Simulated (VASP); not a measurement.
Set up this calculation in VASP 6.6.1, as the native input.

```yaml
Task: single point
Functional: PBE
Potentials_or_basis: VASP PAW PBE potentials, release 64 (Al, Be)
Cutoff: 520 eV
k_mesh: 8 × 8 × 8
Occupations: methfessel-paxton, width 0.025 eV
Spin: no spin polarisation
Dipole_correction: no
Further_INCAR_settings: ALGO = Normal; EDIFF = 1e-06; NBANDS = 14
```

The structure of BeAl3 lies in POSCAR:

```
BeAl3
1.0
   -1.9421910000      1.9421910000      3.8518930000
    1.9421910000     -1.9421910000      3.8518930000
    1.9421910000      1.9421910000     -3.8518930000
Al Be
3 1
Direct
    0.5000000000      0.5000000000      0.0000000000
    0.2500000000      0.7500000000      0.5000000000
    0.7500000000      0.2500000000      0.5000000000
    0.0000000000      0.0000000000      0.0000000000
```

These files were run (other wordings do the same):

INCAR

```
SYSTEM = BeAl3
PREC = Accurate ; ENCUT = 520
EDIFF = 1E-6 ; ISMEAR = 1
SIGMA = 0.025 ; LREAL = .FALSE.
LASPH = .TRUE. ; NELM = 80
ALGO = Normal ; ISIF = 2
LWAVE = .FALSE. ; LCHARG = .FALSE.
GGA = PE ; NBANDS = 14
```

KPOINTS

```
regular mesh
0
G
  8 8 8
  0 0 0
```

Potentials or basis: VASP PAW PBE potentials, release 64 (Al, Be).

Run with:

```sh
$ cat potpaw_PBE.64/Al/POTCAR potpaw_PBE.64/Be/POTCAR > POTCAR
$ mpirun -np 1 vasp_std > vasp.out
```

It gave:

```yaml
Pressure: 0.8 GPa
Band_gap_on_the_k_mesh: zero (an odd number of electrons rules out a gap without spin polarisation)
```

Wall time 23 s on 1 thread of Intel(R) Xeon(R) Platinum 8559C (Emerald Rapids) (shared host), peak memory 0.21 GiB.
